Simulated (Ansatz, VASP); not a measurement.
## Au in VASP and in Ansatz

File INCAR:

```
SYSTEM = Au
ALGO = Fast
EDIFF = 1E-7
ENCUT = 520
GGA = PS
ISIF = 2
ISMEAR = 0
LASPH = .TRUE.
LCHARG = .FALSE.
LREAL = .FALSE.
LWAVE = .FALSE.
NBANDS = 12
NELM = 60
PREC = Accurate
SIGMA = 0.15
```

File KPOINTS:

```
k-points
0
G
  20 20 20
  0 0 0
```

Contents of POSCAR:

```
Au
1.0
   -1.6075509300      1.6075509300      1.7069870700
    1.6075509300     -1.6075509300      1.7069870700
    1.6075509300      1.6075509300     -1.7069870700
Au
1
Direct
    0.0000000000      0.0000000000      0.0000000000
```

Input for Ansatz:

```yaml
crystal:
  lattice:
    - [-1.60755093, 1.60755093, 1.70698707]
    - [1.60755093, -1.60755093, 1.70698707]
    - [1.60755093, 1.60755093, -1.70698707]
  atoms:
    - { symbol: Au, position: [0.0, 0.0, 0.0] }
basis:
  ecutwfc: 420
kpoints:
  mp_grid: { grid: [20, 20, 20] }
hamiltonian:
  xc: pbesol
scf:
  occupations: { method: gaussian, width: 0.15 }
output:
  forces: true
  stress: true
  eigenvalues: true
```

Change from the starting cell: strain -0.030 along x and y, +0.030 along z, atoms carried along.

Alike in both runs: task single point; functional PBEsol; k mesh 20 × 20 × 20; occupations gaussian, width 0.15 eV; no spin polarisation.

|  | VASP | Ansatz |
| --- | --- | --- |
| version | VASP 6.6.1 | Ansatz 0.2.0 |
| potentials or method | VASP PAW PBE potentials, release 64 (Au), cutoff 520 eV | scalar-relativistic, plane waves, PAW |
| valence electrons in the cell | 11 | 19 |

```csv
,VASP,Ansatz,Ansatz less VASP
gap on the k mesh at the Fermi level (eV),none,none,-
pressure (GPa),-5.6,-5.4,+0.22
"traceless stress, the component that is largest in VASP (GPa)",0.26,0.25,-0.005
```

VASP's potentials were made for PBE, not for PBEsol. A gap of «none» marks a metal or a gap that the smearing closes. VASP's potentials hold 11 valence electrons a cell and Ansatz's 19, so a difference there can come from the potentials and not from the codes.

Neither program's run includes spin-orbit coupling.
